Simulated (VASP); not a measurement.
# Li (Fm-3m) in VASP: further runs

Runs on Li. Level: PBEsol. Tasks: single point, relaxation of cell and atoms.

All numbers are computed with VASP 6.6.1; they aren't measurements. Logs are shortened: lines on timing, memory, paths and dates and some standing lists are left out, and cuts for length are marked.

**1. The cell of the first run**

The structure is cubic, space group Fm-3m (No. 225). Conventional cell: a = 3.631 Å, b = 3.631 Å, c = 3.631 Å, α = 90.00°, β = 90.00°, γ = 90.00°. Within 3.4 Å of Li (site symmetry m-3m) lie 12 Li at 2.57 Å.

**2. Single point, PBEsol**

INCAR

```
ALGO = Normal ; EDIFF = 1E-6
ENCUT = 520 ; GGA = PS
ISIF = 2 ; ISMEAR = -1
LASPH = T ; LCHARG = T
LELF = T ; LREAL = F
LVHAR = T ; LWAVE = F
NBANDS = 8 ; NELM = 80
PREC = Accurate ; SIGMA = 0.08
```

KPOINTS

```
k-points
0
Gamma
  18 18 18
```

POSCAR

```
Li
1.0
    0.0000000000      1.8157393606      1.8157393606
    1.8157393606      0.0000000000      1.8157393606
    1.8157393606      1.8157393606      0.0000000000
Li
1
Direct
    0.0000000000      0.0000000000      0.0000000000
```

Potentials or basis: VASP PAW PBE potentials, release 64 (Li_sv).

On the command line:

```
> cat potpaw_PBE.64/Li_sv/POTCAR > POTCAR
> mpirun -np 1 vasp_std > vasp.out
```

OUTCAR:

```text
EDIFF = 1E-6
   ENCUT = 520
   GGA = PS
   ISIF = 2
   ISMEAR = -1
   LASPH = T
   LREAL = F
   NELM = 80
   PREC = Accurate

 ion  position               nearest neighbor table
   1  0.000  0.000  0.000-

  LATTYP: Found a face centered cubic cell.
 ALAT       =     3.6314787212

  Lattice vectors:

 A1 = (   0.0000000000,   1.8157393606,   1.8157393606)
 A2 = (   1.8157393606,   0.0000000000,   1.8157393606)
 A3 = (   1.8157393606,   1.8157393606,   0.0000000000)

Analysis of symmetry for initial positions (statically):
=====================================================================
 Subroutine PRICEL returns:
 Original cell was already a primitive cell.

 Routine SETGRP: Setting up the symmetry group for a
 face centered cubic supercell.

 Subroutine GETGRP returns: Found 48 space group operations
 (whereof 48 operations were pure point group operations)
 out of a pool of 48 trial point group operations.

The static configuration has the point symmetry O_h .

Analysis of symmetry for dynamics (positions and initial velocities):
=====================================================================
 Subroutine PRICEL returns:
 Original cell was already a primitive cell.

 Routine SETGRP: Setting up the symmetry group for a
 face centered cubic supercell.

 Subroutine GETGRP returns: Found 48 space group operations
 (whereof 48 operations were pure point group operations)
 out of a pool of 48 trial point group operations.

The dynamic configuration has the point symmetry O_h .

 Subroutine INISYM returns: Found 48 space group operations
 (whereof 48 operations are pure point group operations),
 and found     1 'primitive' translations

----------------------------------------------------------------------------------------

                                     Primitive cell

  volume of cell :      11.9727

  direct lattice vectors                    reciprocal lattice vectors
     0.000000000  1.815739361  1.815739361    -0.275369919  0.275369919  0.275369919
     1.815739361  0.000000000  1.815739361     0.275369919 -0.275369919  0.275369919
     1.815739361  1.815739361  0.000000000     0.275369919  0.275369919 -0.275369919

  length of vectors
     2.567843229  2.567843229  2.567843229     0.476954690  0.476954690  0.476954690

  position of ions in fractional coordinates (direct lattice)
     0.000000000  0.000000000  0.000000000

  ion indices of the primitive-cell ions
   primitive index   ion index
                 1           1

----------------------------------------------------------------------------------------

 KPOINTS: k-points

Automatic generation of k-mesh.
 Grid dimensions read from file:
 generate k-points for:   18   18   18

 Generating k-lattice:

  Cartesian coordinates                     Fractional coordinates (reciprocal lattice)
    -0.015298329  0.015298329  0.015298329     0.055555556  0.000000000  0.000000000
     0.015298329 -0.015298329  0.015298329     0.000000000  0.055555556  0.000000000
     0.015298329  0.015298329 -0.015298329     0.000000000  0.000000000  0.055555556

  Length of vectors
     0.026497483  0.026497483  0.026497483

  Shift w.r.t. Gamma in fractional coordinates (k-lattice)
     0.000000000  0.000000000  0.000000000

 Subroutine IBZKPT returns following result:
 ===========================================

 Found    195 irreducible k-points:

 Following reciprocal coordinates:
            Coordinates               Weight
  0.000000  0.000000  0.000000      1.000000
  0.055556  0.000000  0.000000      8.000000
  0.111111  0.000000  0.000000      8.000000
  0.166667  0.000000  0.000000      8.000000
  0.222222  0.000000  0.000000      8.000000
  0.277778  0.000000  0.000000      8.000000
[... 16 lines left out ...]
 -0.277778  0.055556  0.000000     24.000000
 -0.222222  0.055556  0.000000     24.000000
 [... further k-points ...]
   k-points           NKPTS =    195   k-points in BZ     NKDIM =    195   number of bands    NBANDS=      8
   number of dos      NEDOS =    301   number of ions     NIONS =      1
   total plane-waves  NPLWV =   8000
   dimension x,y,z NGX =    20 NGY =   20 NGZ =   20
   dimension x,y,z NGXF=    40 NGYF=   40 NGZF=   40
   ions per type =               1
   NGX,Y,Z   is equivalent  to a cutoff of  12.95, 12.95, 12.95 a.u.
   NGXF,Y,Z  is equivalent  to a cutoff of  25.90, 25.90, 25.90 a.u.
 SYSTEM =  unknown system
   PREC   = accura    normal or accurate (medium, high low for compatibility)
   ISTART =      0    job   : 0-new  1-cont  2-samecut
   ICHARG =      2    charge: 1-file 2-atom 10-const
   ISPIN  =      1    spin polarized calculation?
   LNONCOLLINEAR =      F non collinear calculations
   LSORBIT =      F    spin-orbit coupling
   LASPH  =      T    aspherical Exc in radial PAW
   ENCUT  =  520.0 eV  38.22 Ry    6.18 a.u.   4.77  4.77  4.77*2*pi/ulx,y,z
   NELM   =     80;   NELMIN=  2; NELMDL= -5     # of ELM steps
   EDIFF  = 0.1E-05   stopping-criterion for ELM
   LREAL  =      F    real-space projection
   EDIFFG = 0.1E-04   stopping-criterion for IOM
   NSW    =      0    number of steps for IOM
   IBRION =     -1    ionic relax: 0-MD 1-quasi-New 2-CG
   NFREE  =      0    steps in history (QN), initial steepest desc. (CG)
   ISIF   =      2    stress and relaxation
   ISYM   =      2    0-nonsym 1-usesym 2-fastsym
   POTIM  = 0.5000    time-step for ionic-motion
   TEBEG  =    0.0;   TEEND  =   0.0 temperature during run
   PSTRESS=    0.0 pullay stress
   NELECT =       3.0000    total number of electrons
   NUPDOWN=      -1.0000    fix difference up-down
   EMIN   =  10.00;   EMAX   =-10.00  energy-range for DOS
   EFERMI =   0.00;   METHOD = LEGACY
   ISMEAR =    -1;   SIGMA  =   0.08  broadening in eV -4-tet -1-fermi 0-gaus
   EFERMI_NEDOS =   21; number of points for ismear=-14 and -15
   IALGO  =     38    algorithm
   IMIX   =      4    mixing-type and parameters
     AMIX     =   0.40;   BMIX     =  1.00
     AMIX_MAG =   1.60;   BMIX_MAG =  1.00
  volume/ion in A,a.u.               =      11.97        80.80
  Fermi-wavevector in a.u.,A,eV,Ry     =   1.032092  1.950371 14.493115  1.065214
  Thomas-Fermi vector in A             =   2.166273
   LORBIT       =      0    0 simple, 1 ext, 2 COOP (PROOUT), +10 PAW based schemes
   GGA     = PS    functional components
   LHFCALC =     F    Hartree Fock is set to
   AEXX    =    0.0000 exact exchange contribution
   IVDW    =     0    specifies the selected vdW correction
   LEPSILON=     F    determine dielectric tensor
   LRPA    =     F    only Hartree local field effects (RPA)
 non-spin polarized calculation
  energy-cutoff  :      520.00
  volume of cell :       11.97
 maximum number of plane-waves:       332
   NGX =  9   NGY =  9   NGZ =  9

 number of electron       2.9999998 magnetization

 Free energy of the ion-electron system (eV)
  ---------------------------------------------------
  ext. energy  EPLUGINS =         0.00000000
  ---------------------------------------------------
  free energy    TOTEN  =        -1.67245541 eV

  energy without entropy =       -1.66511420  energy(sigma->0) =       -1.66878480

 E-fermi :   2.4529     XC(G=0):  -8.4404

 val. band max:        2.4209064603   @ k =  -0.4444   0.1111   0.0556
 cond. band min:       2.4785534595   @ k =  -0.4444   0.1111   0.0000
 fundamental gap:      0.0576469992
 Fermi energy:         2.4528825507

 k-point     1 :       0.0000    0.0000    0.0000
  band No.  band energies     occupation
      1     -42.7428      2.00000
      2      -1.5856      2.00000
      3      23.0570      0.00000
      4      23.0570      0.00000
      5      23.0570      0.00000
      6      28.0242      0.00000
      7      28.0242      0.00000
      8      28.0242      0.00000

 k-point     2 :       0.0556    0.0000    0.0000
  band No.  band energies     occupation
      1     -42.7388      2.00000
      2      -1.5251      2.00000
      3      22.1053      0.00000
      4      22.8493      0.00000
      5      22.8494      0.00000
      6      27.1611      0.00000
      7      28.3779      0.00000
      8      28.3780      0.00000

 k-point     3 :       0.1111    0.0000    0.0000
  band No.  band energies     occupation
      1     -42.7274      2.00000
      2      -1.3435      2.00000
      3      19.9448      0.00000
      4      22.3737      0.00000
      5      22.3737      0.00000
      6      27.0420      0.00000
      7      29.2164      0.00000
      8      29.2164      0.00000

 k-point     4 :       0.1667    0.0000    0.0000
  band No.  band energies     occupation
      1     -42.7097      2.00000
      2      -1.0394      2.00000
      3      17.5032      0.00000
      4      21.8464      0.00000
      5      21.8464      0.00000
      6      27.4034      0.00000
      7      29.8458      0.00000
      8      29.8458      0.00000

 k-point     5 :       0.2222    0.0000    0.0000
  band No.  band energies     occupation
      1     -42.6883      2.00000
      2      -0.6129      2.00000
      3      15.1225      0.00000
      4      21.3818      0.00000
      5      21.3819      0.00000
      6      27.8092      0.00000
      7      29.2737      0.00000
      8      29.2738      0.00000
[... 177 lines left out ...]
 k-point    22 :      -0.3333    0.0556    0.0000
  band No.  band energies     occupation
      1     -42.6355      2.00000
      2       0.8747      2.00000
      3      10.3650      0.00000
      4      19.5652      0.00000
      5      21.2581      0.00000
      6      25.5619      0.00000
      7      26.4529      0.00000
      8      29.6990      0.00000

 k-point    23 :      -0.2778    0.0556    0.0000
  band No.  band energies     occupation
      1     -42.6556      2.00000
      2       0.2000      2.00000
      3      12.2336      0.00000
      4      19.6522      0.00000
      5      21.7199      0.00000
      6      26.4290      0.00000
      7      27.1690      0.00000
      8      29.9136      0.00000

 k-point    24 :      -0.2222    0.0556    0.0000
  band No.  band energies     occupation
      1     -42.6780      2.00000
      2      -0.3846      2.00000
      3      14.3559      0.00000
      4      19.9017      0.00000
      5      22.1900      0.00000
      6      27.2456      0.00000
      7      28.1506      0.00000
      8      29.3862      0.00000

 [... further k-points ...]
[... 5 lines left out ...]
  --------------------------------------------------------------------------------------
  -------------------------------------------------------------------------------------
  Total        1.2605376      1.2605376      1.2605376      0.0000000     -0.0000000      0.0000000
  in kB      168.6847658    168.6847658    168.6847658      0.0000000     -0.0000000      0.0000000
  external PRESSURE =     168.6847658 kB  Pullay stress =       0.0000000 kB

 VOLUME and BASIS-vectors are now :
 -----------------------------------------------------------------------------
  energy-cutoff  :      520.00
  volume of cell :       11.97
      direct lattice vectors                 reciprocal lattice vectors
     0.000000000  1.815739361  1.815739361    -0.275369919  0.275369919  0.275369919
     1.815739361  0.000000000  1.815739361     0.275369919 -0.275369919  0.275369919
     1.815739361  1.815739361  0.000000000     0.275369919  0.275369919 -0.275369919

 POSITION                                       TOTAL-FORCE (eV/Angst)
 -----------------------------------------------------------------------------------
      0.00000      0.00000      0.00000         0.000000      0.000000      0.000000
 -----------------------------------------------------------------------------------
    total drift:                                0.000000      0.000000      0.000000

  FREE ENERGIE OF THE ION-ELECTRON SYSTEM (eV)
  ---------------------------------------------------
  free  energy   TOTEN  =        -1.6724554131 eV

  energy  without entropy=       -1.6651141951  energy(sigma->0) =       -1.66878480
```

Run time: 8.6 s. Hardware: 1 thread of Intel Xeon 6975P-C (Granite Rapids), shared host; peak memory 0.12 GiB.

What came out:

```yaml
Free_energy: -1.6725 eV
```

Levels at points of the mesh, in eV from the Fermi level:
```tsv
k point	band 1	band 2	band 3	band 4	band 5	band 6
(0.00, 0.00, 0.00)	-45.20	-4.04	20.60	20.60	20.60	25.57
(0.50, 0.00, 0.00)	-45.06	-0.31	5.20	18.11	18.11	23.16
(0.50, 0.50, 0.00)	-45.02	1.96	7.00	11.94	11.94	14.70
```

Caveat: the cutoff is under 1.25 times the usual one of these potentials, so pressure, stress and relaxed cells hold a basis-set (Pulay) error; the PAW data sets were made with another functional, which shifts forces and pressure a little.

(Part 1 of 2 ends here.)
